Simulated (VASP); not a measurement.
# CoSi2 (Fm-3m) in VASP: notebook

Runs on CoSi2. Level: PBE. Tasks: electric field gradients, density of states.

Everything below comes from runs of VASP 6.6.1. Logs are shortened: lines on timing, memory, paths and dates and some standing lists are left out, and cuts for length are marked.

### Step 1. The cell of the first run

The structure is cubic, space group Fm-3m (No. 225). Conventional cell: a = 5.360 Å, b = 5.360 Å, c = 5.360 Å, α = 90.00°, β = 90.00°, γ = 90.00°. Co (site symmetry m-3m) has 8 Si at 2.32 Å within 3.1 Å. Si (site symmetry -43m) has 4 Co at 2.32 Å and 6 Si at 2.68 Å within 3.1 Å.

### Step 2. Electric field gradients, PBE

INCAR

```
  PREC = Accurate
  ENCUT = 520
  EDIFF = 1E-8
  ISMEAR = 0
  SIGMA = 0.05
  LREAL = F
  LASPH = T
  NELM = 80
  ALGO = Normal
  ISIF = 2
  LWAVE = F
  LCHARG = F
  GGA = PE
  LEFG = T
  NBANDS = 16
```

KPOINTS

```
regular mesh
0
Gamma
  12 12 12
```

POSCAR

```
CoSi2
1.0
    0.0000000000      2.6798182503      2.6798182503
    2.6798182503      0.0000000000      2.6798182503
    2.6798182503      2.6798182503      0.0000000000
Co Si
1 2
Direct
    0.0000000000      0.0000000000      0.0000000000
    0.2500000000      0.2500000000      0.2500000000
    0.7500000000      0.7500000000      0.7500000000
```

Potentials or basis: VASP PAW PBE potentials, release 64 (Co, Si).

On the command line:

```
$ cat potpaw_PBE.64/Co/POTCAR potpaw_PBE.64/Si/POTCAR > POTCAR
$ mpirun -np 1 vasp_std > vasp.out
```

OUTCAR:

```text
PREC = Accurate
   ENCUT = 520
   EDIFF = 1E-8
   ISMEAR = 0
   LREAL = F
   LASPH = T
   NELM = 80
   ISIF = 2
   GGA = PE

 ion  position               nearest neighbor table
   1  0.000  0.000  0.000-   3 2.32   3 2.32   2 2.32   2 2.32   3 2.32   2 2.32   3 2.32   2 2.32

   2  0.250  0.250  0.250-   1 2.32   1 2.32   1 2.32   1 2.32   3 2.68   3 2.68   3 2.68   3 2.68
                             3 2.68   3 2.68
   3  0.750  0.750  0.750-   1 2.32   1 2.32   1 2.32   1 2.32   2 2.68   2 2.68   2 2.68   2 2.68
                             2 2.68   2 2.68

  LATTYP: Found a face centered cubic cell.
 ALAT       =     5.3596365006

  Lattice vectors:

 A1 = (   0.0000000000,   2.6798182503,   2.6798182503)
 A2 = (   2.6798182503,   0.0000000000,   2.6798182503)
 A3 = (   2.6798182503,   2.6798182503,   0.0000000000)

Analysis of symmetry for initial positions (statically):
=====================================================================
 Subroutine PRICEL returns:
 Original cell was already a primitive cell.

 Routine SETGRP: Setting up the symmetry group for a
 face centered cubic supercell.

 Subroutine GETGRP returns: Found 48 space group operations
 (whereof 48 operations were pure point group operations)
 out of a pool of 48 trial point group operations.

The static configuration has the point symmetry O_h .

Analysis of symmetry for dynamics (positions and initial velocities):
=====================================================================
 Subroutine PRICEL returns:
 Original cell was already a primitive cell.

 Routine SETGRP: Setting up the symmetry group for a
 face centered cubic supercell.

 Subroutine GETGRP returns: Found 48 space group operations
 (whereof 48 operations were pure point group operations)
 out of a pool of 48 trial point group operations.

The dynamic configuration has the point symmetry O_h .

 Subroutine INISYM returns: Found 48 space group operations
 (whereof 48 operations are pure point group operations),
 and found     1 'primitive' translations

----------------------------------------------------------------------------------------

                                     Primitive cell

  volume of cell :      38.4898

  direct lattice vectors                    reciprocal lattice vectors
     0.000000000  2.679818250  2.679818250    -0.186579817  0.186579817  0.186579817
     2.679818250  0.000000000  2.679818250     0.186579817 -0.186579817  0.186579817
     2.679818250  2.679818250  0.000000000     0.186579817  0.186579817 -0.186579817

  length of vectors
     3.789835314  3.789835314  3.789835314     0.323165724  0.323165724  0.323165724

  position of ions in fractional coordinates (direct lattice)
     0.000000000  0.000000000  0.000000000
     0.250000000  0.250000000  0.250000000
     0.750000000  0.750000000  0.750000000

  ion indices of the primitive-cell ions
   primitive index   ion index
                 1           1
                 2           2
                 3           3

----------------------------------------------------------------------------------------

 KPOINTS: regular mesh

Automatic generation of k-mesh.
 Grid dimensions read from file:
 generate k-points for:   12   12   12

 Generating k-lattice:

  Cartesian coordinates                     Fractional coordinates (reciprocal lattice)
    -0.015548318  0.015548318  0.015548318     0.083333333  0.000000000  0.000000000
     0.015548318 -0.015548318  0.015548318     0.000000000  0.083333333  0.000000000
     0.015548318  0.015548318 -0.015548318     0.000000000  0.000000000  0.083333333

  Length of vectors
     0.026930477  0.026930477  0.026930477

  Shift w.r.t. Gamma in fractional coordinates (k-lattice)
     0.000000000  0.000000000  0.000000000

 Subroutine IBZKPT returns following result:
 ===========================================

 Found     72 irreducible k-points:

 Following reciprocal coordinates:
            Coordinates               Weight
  0.000000  0.000000  0.000000      1.000000
  0.083333  0.000000  0.000000      8.000000
  0.166667  0.000000  0.000000      8.000000
  0.250000  0.000000  0.000000      8.000000
  0.333333  0.000000  0.000000      8.000000
  0.416667  0.000000  0.000000      8.000000
[... 16 lines left out ...]
  0.500000  0.166667  0.000000     24.000000
 -0.416667  0.166667  0.000000     24.000000
 [... further k-points ...]
   k-points           NKPTS =     72   k-points in BZ     NKDIM =     72   number of bands    NBANDS=     16
   number of dos      NEDOS =    301   number of ions     NIONS =      3
   total plane-waves  NPLWV =  21952
   dimension x,y,z NGX =    28 NGY =   28 NGZ =   28
   dimension x,y,z NGXF=    56 NGYF=   56 NGZF=   56
   ions per type =               1   2
   NGX,Y,Z   is equivalent  to a cutoff of  12.28, 12.28, 12.28 a.u.
   NGXF,Y,Z  is equivalent  to a cutoff of  24.57, 24.57, 24.57 a.u.
 SYSTEM =  unknown system
   PREC   = accura    normal or accurate (medium, high low for compatibility)
   ISTART =      0    job   : 0-new  1-cont  2-samecut
   ICHARG =      2    charge: 1-file 2-atom 10-const
   ISPIN  =      1    spin polarized calculation?
   LNONCOLLINEAR =      F non collinear calculations
   LSORBIT =      F    spin-orbit coupling
   LASPH  =      T    aspherical Exc in radial PAW
   ENCUT  =  520.0 eV  38.22 Ry    6.18 a.u.   7.05  7.05  7.05*2*pi/ulx,y,z
   NELM   =     80;   NELMIN=  2; NELMDL= -5     # of ELM steps
   EDIFF  = 0.1E-07   stopping-criterion for ELM
   LREAL  =      F    real-space projection
   EDIFFG = 0.1E-06   stopping-criterion for IOM
   NSW    =      0    number of steps for IOM
   IBRION =     -1    ionic relax: 0-MD 1-quasi-New 2-CG
   NFREE  =      0    steps in history (QN), initial steepest desc. (CG)
   ISIF   =      2    stress and relaxation
   ISYM   =      2    0-nonsym 1-usesym 2-fastsym
   POTIM  = 0.5000    time-step for ionic-motion
   TEBEG  =    0.0;   TEEND  =   0.0 temperature during run
   PSTRESS=    0.0 pullay stress
   NELECT =      17.0000    total number of electrons
   NUPDOWN=      -1.0000    fix difference up-down
   EMIN   =  10.00;   EMAX   =-10.00  energy-range for DOS
   EFERMI =   0.00;   METHOD = LEGACY
   ISMEAR =     0;   SIGMA  =   0.05  broadening in eV -4-tet -1-fermi 0-gaus
   EFERMI_NEDOS =   21; number of points for ismear=-14 and -15
   IALGO  =     38    algorithm
   IMIX   =      4    mixing-type and parameters
     AMIX     =   0.40;   BMIX     =  1.00
     AMIX_MAG =   1.60;   BMIX_MAG =  1.00
  volume/ion in A,a.u.               =      12.83        86.58
  Fermi-wavevector in a.u.,A,eV,Ry     =   1.246740  2.355996 21.148351  1.554360
  Thomas-Fermi vector in A             =   2.380904
   LORBIT       =      0    0 simple, 1 ext, 2 COOP (PROOUT), +10 PAW based schemes
   GGA     = PE    functional components
   LHFCALC =     F    Hartree Fock is set to
   AEXX    =    0.0000 exact exchange contribution
   IVDW    =     0    specifies the selected vdW correction
   LEPSILON=     F    determine dielectric tensor
   LRPA    =     F    only Hartree local field effects (RPA)
 non-spin polarized calculation
 Gauss-broadening in eV      SIGMA  =   0.05
  energy-cutoff  :      520.00
  volume of cell :       38.49
 maximum number of plane-waves:      1056
   NGX = 15   NGY = 15   NGZ = 15

 number of electron      16.9999995 magnetization

 Free energy of the ion-electron system (eV)
  ---------------------------------------------------
  ext. energy  EPLUGINS =         0.00000000
  ---------------------------------------------------
  free energy    TOTEN  =       -19.29611009 eV

  energy without entropy =      -19.29464097  energy(sigma->0) =      -19.29537553

 E-fermi :  10.0480     XC(G=0): -11.7371

 val. band max:       10.0295087789   @ k =   0.4167   0.2500   0.0833
 cond. band min:      10.0681957258   @ k =   0.4167   0.0833   0.0000
 fundamental gap:      0.0386869469
 Fermi energy:        10.0479714586

 k-point     1 :       0.0000    0.0000    0.0000
  band No.  band energies     occupation
      1      -3.0436      2.00000
      2       5.9967      2.00000
      3       5.9967      2.00000
      4       5.9967      2.00000
      5       8.1639      2.00000
      6       8.1639      2.00000
[... 433 lines left out ...]
      3       5.6218      2.00000
      4       6.6426      2.00000
      5       7.1664      2.00000
      6       7.9948      2.00000
[... 8 lines left out ...]
     15      19.3161      0.00000
     16      19.7147      0.00000

 [... further k-points ...]

------------------------ aborting loop because EDIFF is reached ----------------------------------------

  FORCE on cell =-STRESS in cart. coord.  units (eV):
  Direction    XX          YY          ZZ          XY          YZ          ZX
  --------------------------------------------------------------------------------------
  -------------------------------------------------------------------------------------
  Total       -0.0350122     -0.0350122     -0.0350122      0.0000000      0.0000000      0.0000000
  in kB       -1.4574169     -1.4574169     -1.4574169      0.0000000      0.0000000      0.0000000
  external PRESSURE =      -1.4574169 kB  Pullay stress =       0.0000000 kB

 VOLUME and BASIS-vectors are now :
 -----------------------------------------------------------------------------
  energy-cutoff  :      520.00
  volume of cell :       38.49
      direct lattice vectors                 reciprocal lattice vectors
     0.000000000  2.679818250  2.679818250    -0.186579817  0.186579817  0.186579817
     2.679818250  0.000000000  2.679818250     0.186579817 -0.186579817  0.186579817
     2.679818250  2.679818250  0.000000000     0.186579817  0.186579817 -0.186579817

 POSITION                                       TOTAL-FORCE (eV/Angst)
 -----------------------------------------------------------------------------------
      0.00000      0.00000      0.00000        -0.000000     -0.000000     -0.000000
      1.33991      1.33991      1.33991         0.000000      0.000000      0.000000
      4.01973      4.01973      4.01973        -0.000000     -0.000000     -0.000000
 -----------------------------------------------------------------------------------
    total drift:                               -0.000000     -0.000000      0.000000

  FREE ENERGIE OF THE ION-ELECTRON SYSTEM (eV)
  ---------------------------------------------------
  free  energy   TOTEN  =       -19.2961100882 eV

  energy  without entropy=      -19.2946409653  energy(sigma->0) =      -19.29537553

 Electric field gradients (V/A^2)
---------------------------------------------------------------------
 ion       V_xx      V_yy      V_zz      V_xy      V_xz      V_yz
---------------------------------------------------------------------
   1       0.000    -0.000     0.000    -0.001    -0.001    -0.001
   2       0.000     0.000     0.000    -0.000    -0.000    -0.000
   3       0.000     0.000     0.000    -0.000    -0.000    -0.000
---------------------------------------------------------------------

 Electric field gradients after diagonalization (V/A^2)
 (convention: |V_zz| > |V_xx| > |V_yy|)
----------------------------------------------------------------------
 ion       V_xx      V_yy      V_zz     asymmetry (V_yy - V_xx)/ V_zz
----------------------------------------------------------------------
   1       0.001     0.001    -0.003       0.000
   2       0.000     0.000    -0.000       0.000
   3       0.000     0.000    -0.000       0.000
----------------------------------------------------------------------

           NMR quadrupolar parameters

 Cq : quadrupolar parameter    Cq=e*Q*V_zz/h
 eta: asymmetry parameters     (V_yy - V_xx)/ V_zz
 Q  : nuclear electric quadrupole moment in mb (millibarn)
----------------------------------------------------------------------
 ion       Cq(MHz)       eta       Q (mb)
----------------------------------------------------------------------
   1      -0.000       0.000       1.000
   2      -0.000       0.000       1.000
   3      -0.000       0.000       1.000
----------------------------------------------------------------------
```

Wall time 48 s (1 thread of Intel Xeon Platinum 8375C at 2.90GHz (Ice Lake), shared host); peak memory 0.18 GiB.

Results:

| Property | Result |
| --- | --- |
| Free energy | -19.2961 eV |
| Pressure | -0.1 GPa |

Levels at points of the mesh, in eV from the Fermi level:
| k point | band 5 | band 6 | band 7 | band 8 | band 9 | band 10 | band 11 | band 12 | band 13 | band 14 |
| --- | --- | --- | --- | --- | --- | --- | --- | --- | --- | --- |
| (0.00, 0.00, 0.00) | -1.88 | -1.88 | 0.75 | 3.42 | 3.42 | 3.42 | 3.47 | 3.47 | 3.47 | 5.68 |
| (0.50, 0.00, 0.00) | -2.15 | -1.60 | -1.60 | -0.46 | -0.46 | 2.70 | 3.42 | 3.42 | 4.35 | 10.37 |
| (0.50, 0.50, 0.00) | -3.64 | -1.93 | -1.93 | -1.89 | -1.31 | 1.58 | 2.94 | 8.57 | 9.58 | 9.58 |

Caveat: without QUAD_EFG the Cq values of the log hold for a quadrupole moment of 1 mb, not for the nuclei.

(Continued in part 2 of 2.)
